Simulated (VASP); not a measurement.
# LiCl (Fm-3m) in VASP: a series of runs

The runs below take LiCl through single point, with PBE-based screened hybrid with 25 % exact exchange, B3LYP.

Program: VASP 6.6.1. These are calculated values, not measurements. Logs are shortened: lines on timing, memory, paths and dates and some standing lists are left out, and cuts for length are marked.

## (1) The cell of the first run

It takes space group Fm-3m (No. 225, cubic). Conventional cell: a = 5.130 Å, b = 5.130 Å, c = 5.130 Å, α = 90.00°, β = 90.00°, γ = 90.00°. Cl (site symmetry m-3m) has 6 Li at 2.56 Å within 3.4 Å. Within 3.4 Å of Li (site symmetry m-3m) lie 6 Cl at 2.56 Å.

## (2) Single point, PBE-based screened hybrid with 25 % exact exchange

The input, POSCAR:

```
LiCl
1.0
    0.0000000000      2.5647700000      2.5647700000
    2.5647700000      0.0000000000      2.5647700000
    2.5647700000      2.5647700000      0.0000000000
Cl Li
1 1
Direct
    0.5000000000      0.5000000000      0.5000000000
    0.0000000000      0.0000000000      0.0000000000
```

The input, INCAR.step1:

```
PREC = Accurate ; ENCUT = 520
EDIFF = 1E-5 ; ISMEAR = 0
SIGMA = 0.05 ; LREAL = False
LASPH = True ; NELM = 60
ALGO = Normal ; ISIF = 2
LWAVE = True ; LCHARG = False
GGA = PE ; NBANDS = 12
```

The input, INCAR.step2:

```
PREC = Accurate ; ENCUT = 520
EDIFF = 1E-6 ; ISMEAR = 0
SIGMA = 0.05 ; LREAL = False
LASPH = True ; NELM = 60
ALGO = Normal ; ISIF = 2
LWAVE = False ; LCHARG = False
GGA = PE ; LHFCALC = True
AEXX = 0.25 ; HFSCREEN = 0.3
PRECFOCK = Normal ; ISTART = 1
NBANDS = 12
```

The input, KPOINTS:

```
regular mesh
0
Gamma
  5 5 5
```

Potentials or basis: VASP PAW PBE potentials, release 64 (Cl, Li_sv).

Run with:

```
cat potpaw_PBE.64/Cl/POTCAR potpaw_PBE.64/Li_sv/POTCAR > POTCAR
cp INCAR.step1 INCAR
mpirun -np 1 vasp_std > vasp.out
cp INCAR.step2 INCAR
mpirun -np 1 vasp_std > vasp.out
```

OUTCAR:

```text
PREC = Accurate
   ENCUT = 520
   EDIFF = 1E-6
   ISMEAR = 0
   LREAL = False
   LASPH = True
   NELM = 60
   ISIF = 2
   GGA = PE
   LHFCALC = True
   AEXX = 0.25
   HFSCREEN = 0.3
   PRECFOCK = Normal
   ISTART = 1

 ion  position               nearest neighbor table
   1  0.500  0.500  0.500-   2 2.56   2 2.56   2 2.56   2 2.56   2 2.56   2 2.56
   2  0.000  0.000  0.000-   1 2.56   1 2.56   1 2.56   1 2.56   1 2.56   1 2.56

  LATTYP: Found a face centered cubic cell.
 ALAT       =     5.1295400000

  Lattice vectors:

 A1 = (   0.0000000000,   2.5647700000,   2.5647700000)
 A2 = (   2.5647700000,   0.0000000000,   2.5647700000)
 A3 = (   2.5647700000,   2.5647700000,   0.0000000000)

Analysis of symmetry for initial positions (statically):
=====================================================================
 Subroutine PRICEL returns:
 Original cell was already a primitive cell.

 Routine SETGRP: Setting up the symmetry group for a
 face centered cubic supercell.

 Subroutine GETGRP returns: Found 48 space group operations
 (whereof 48 operations were pure point group operations)
 out of a pool of 48 trial point group operations.

The static configuration has the point symmetry O_h .

Analysis of symmetry for dynamics (positions and initial velocities):
=====================================================================
 Subroutine PRICEL returns:
 Original cell was already a primitive cell.

 Routine SETGRP: Setting up the symmetry group for a
 face centered cubic supercell.

 Subroutine GETGRP returns: Found 48 space group operations
 (whereof 48 operations were pure point group operations)
 out of a pool of 48 trial point group operations.

The dynamic configuration has the point symmetry O_h .

 Subroutine INISYM returns: Found 48 space group operations
 (whereof 48 operations are pure point group operations),
 and found     1 'primitive' translations

----------------------------------------------------------------------------------------

                                     Primitive cell

  volume of cell :      33.7423

  direct lattice vectors                    reciprocal lattice vectors
     0.000000000  2.564770000  2.564770000    -0.194949255  0.194949255  0.194949255
     2.564770000  0.000000000  2.564770000     0.194949255 -0.194949255  0.194949255
     2.564770000  2.564770000  0.000000000     0.194949255  0.194949255 -0.194949255

  length of vectors
     3.627132518  3.627132518  3.627132518     0.337662014  0.337662014  0.337662014

[... 82 lines left out ...]
   IALGO  =     38    algorithm
   IMIX   =      1    mixing-type and parameters
     AMIX     =   0.40;   BMIX     =  1.00
     AMIX_MAG =   1.60;   BMIX_MAG =  1.00
  volume/ion in A,a.u.               =      16.87       113.85
  Fermi-wavevector in a.u.,A,eV,Ry     =   1.091482  2.062601 16.209056  1.191332
  Thomas-Fermi vector in A             =   2.227728
   LORBIT       =      0    0 simple, 1 ext, 2 COOP (PROOUT), +10 PAW based schemes
   GGA     = PE    functional components
   LHFCALC =     T    Hartree Fock is set to
   PRECFOCK=normal    Normal, Fast or Accurate (Low or Medium for compatibility)
   ENCUT4O =  -1.0   cutoff for four orbital integrals eV
   NKREDX  =     1    reduce k-point grid by
   NKREDY  =     1    reduce k-point grid by
   NKREDZ  =     1    reduce k-point grid by
   AEXX    =    0.2500 exact exchange contribution
   HFSCREEN=    0.3000 screening length (either q_TF or 0.3 A-1)
   HFSCREENC=   0.3000 screening length for correlation (either q_TF or 0.3 A-1)
   ENCUTFOCK=  -1.0 apply spherical cutoff to Coloumb kernel
   IVDW    =     0    specifies the selected vdW correction
   LEPSILON=     F    determine dielectric tensor
   LRPA    =     F    only Hartree local field effects (RPA)
 non-spin polarized calculation
 Gauss-broadening in eV      SIGMA  =   0.05
  energy-cutoff  :      520.00
  volume of cell :       33.74
 maximum number of plane-waves:       922
  NGX = 24; NGY = 24; NGZ = 24

 number of electron      10.0000005 magnetization

 Free energy of the ion-electron system (eV)
  ---------------------------------------------------
  ext. energy  EPLUGINS =         0.00000000
  ---------------------------------------------------
  free energy    TOTEN  =        -8.28156776 eV

  energy without entropy =       -8.28156776  energy(sigma->0) =       -8.28156776

 E-fermi :   0.0041     XC(G=0):  -7.4038

 val. band max:       -0.2346779695   @ k =   0.0000   0.0000   0.0000
 cond. band min:       7.2525940329   @ k =   0.0000   0.0000   0.0000
 fundamental gap:      7.4872720024
 Fermi energy:         0.0040689248

 k-point     1 :       0.0000    0.0000    0.0000
  band No.  band energies     occupation
      1     -46.4690      2.00000
      2     -14.8468      2.00000
      3      -0.2347      2.00000
      4      -0.2347      2.00000
      5      -0.2347      2.00000
      6       7.2526      0.00000
      7      12.9557      0.00000
      8      12.9557      0.00000
      9      12.9557      0.00000
     10      15.7078      0.00000
     11      15.7083      0.00000
     12      15.7255      0.00000
[... 121 lines left out ...]
 k-point    10 :      -0.4000    0.4000    0.2000
  band No.  band energies     occupation
      1     -46.4650      2.00000
      2     -14.0363      2.00000
      3      -2.7033      2.00000
      4      -2.0603      2.00000
      5      -1.1541      2.00000
      6      10.2177      0.00000
      7      10.6231      0.00000
      8      10.8282      0.00000
      9      12.8558      0.00000
     10      16.0701      0.00000
     11      17.7567      0.00000
     12      20.1382      0.00000

------------------------ aborting loop because EDIFF is reached ----------------------------------------

  FORCE on cell =-STRESS in cart. coord.  units (eV):
  Direction    XX          YY          ZZ          XY          YZ          ZX
  --------------------------------------------------------------------------------------
  -------------------------------------------------------------------------------------
  Total       -0.0638632     -0.0638632     -0.0638632      0.0000000     -0.0000000     -0.0000000
  in kB       -3.0323944     -3.0323944     -3.0323944      0.0000000     -0.0000000     -0.0000000
  external PRESSURE =      -3.0323944 kB  Pullay stress =       0.0000000 kB

 VOLUME and BASIS-vectors are now :
 -----------------------------------------------------------------------------
  energy-cutoff  :      520.00
  volume of cell :       33.74
      direct lattice vectors                 reciprocal lattice vectors
     0.000000000  2.564770000  2.564770000    -0.194949255  0.194949255  0.194949255
     2.564770000  0.000000000  2.564770000     0.194949255 -0.194949255  0.194949255
     2.564770000  2.564770000  0.000000000     0.194949255  0.194949255 -0.194949255

 POSITION                                       TOTAL-FORCE (eV/Angst)
 -----------------------------------------------------------------------------------
      2.56477      2.56477      2.56477        -0.000000      0.000000      0.000000
      0.00000      0.00000      0.00000         0.000000      0.000000      0.000000
 -----------------------------------------------------------------------------------
    total drift:                                0.000000      0.000000     -0.000001

  FREE ENERGIE OF THE ION-ELECTRON SYSTEM (eV)
  ---------------------------------------------------
  free  energy   TOTEN  =        -8.2815677598 eV

  energy  without entropy=       -8.2815677598  energy(sigma->0) =       -8.28156776
```

OUTCAR.step1:

```text
PREC = Accurate
   ENCUT = 520
   EDIFF = 1E-5
   ISMEAR = 0
   LREAL = False
[... 355 lines left out ...]
      2.56477      2.56477      2.56477         0.000000     -0.000000     -0.000000
      0.00000      0.00000      0.00000        -0.000000      0.000000      0.000000
 -----------------------------------------------------------------------------------
    total drift:                                0.000000      0.000000      0.000000

  FREE ENERGIE OF THE ION-ELECTRON SYSTEM (eV)
  ---------------------------------------------------
  free  energy   TOTEN  =        -7.3848108932 eV

  energy  without entropy=       -7.3848108932  energy(sigma->0) =       -7.38481089
```

It took 3.3 min on 1 thread of Intel Xeon Platinum 8488C (Sapphire Rapids), shared host; peak memory 0.25 GiB.

Results:

| Property | Result |
| --- | --- |
| Free energy | -8.2816 eV |
| Band gap on the k mesh | 7.49 eV |

Levels at points of the mesh, in eV from the valence-band top:
| k point | band 3 | band 4 | band 5 | band 6 | band 7 | band 8 |
| --- | --- | --- | --- | --- | --- | --- |
| (0.00, 0.00, 0.00) | 0.00 | 0.00 | 0.00 | 7.49 | 13.19 | 13.19 |

Caveat: the k points lie up to 0.42 Å⁻¹ apart; the cutoff is under 1.25 times the usual one of these potentials, so pressure, stress and relaxed cells hold a basis-set (Pulay) error; the PAW data sets were made with another functional, which shifts forces and pressure a little.

## (3) Single point, B3LYP

POSCAR is that of step 2.

The input, INCAR.step1:

```
SYSTEM = LiCl
PREC = Accurate
ENCUT = 520
EDIFF = 1E-5
ISMEAR = -1
SIGMA = 0.05
LREAL = .False.
LASPH = .True.
NELM = 80
ALGO = Normal
ISIF = 2
LWAVE = .True.
LCHARG = .False.
NBANDS = 12
GGA = PE
```

The input, INCAR.step2:

```
SYSTEM = LiCl
PREC = Accurate
ENCUT = 520
EDIFF = 1E-7
ISMEAR = -1
SIGMA = 0.05
LREAL = .False.
LASPH = .True.
NELM = 80
ALGO = Normal
ISIF = 2
LWAVE = .False.
LCHARG = .False.
GGA = B3
LHFCALC = .True.
AEXX = 0.2
AGGAX = 0.72
AGGAC = 0.81
ALDAC = 0.19
PRECFOCK = Normal
NBANDS = 12
ISTART = 1
```

The input, KPOINTS:

```
Automatic mesh
0
Gamma
  5 5 5
  0 0 0
```

Potentials or basis: VASP PAW PBE potentials, release 64 (Cl, Li_sv).

Run with:

```
cat potpaw_PBE.64/Cl/POTCAR potpaw_PBE.64/Li_sv/POTCAR > POTCAR
cp INCAR.step1 INCAR
mpirun -np 1 vasp_std > vasp.out
cp INCAR.step2 INCAR
mpirun -np 1 vasp_std > vasp.out
```

It took 7.5 min on 1 thread of Intel Xeon Platinum 8488C (Sapphire Rapids), shared host; peak memory 0.16 GiB.

Results (log left out):

| Quantity | Value |
| --- | --- |
| Free energy | -8.4275 eV |
| Band gap on the k mesh | 8.19 eV |

Levels at points of the mesh, in eV from the valence-band top:
```
           k point  band 3  band 4  band 5  band 6  band 7  band 8
(0.00, 0.00, 0.00)    0.00    0.00    0.00    8.19   13.85   13.85
```

Caveat: the k points lie up to 0.42 Å⁻¹ apart; the cutoff is under 1.25 times the usual one of these potentials, so pressure, stress and relaxed cells hold a basis-set (Pulay) error; the PAW data sets were made with another functional, which shifts forces and pressure a little.
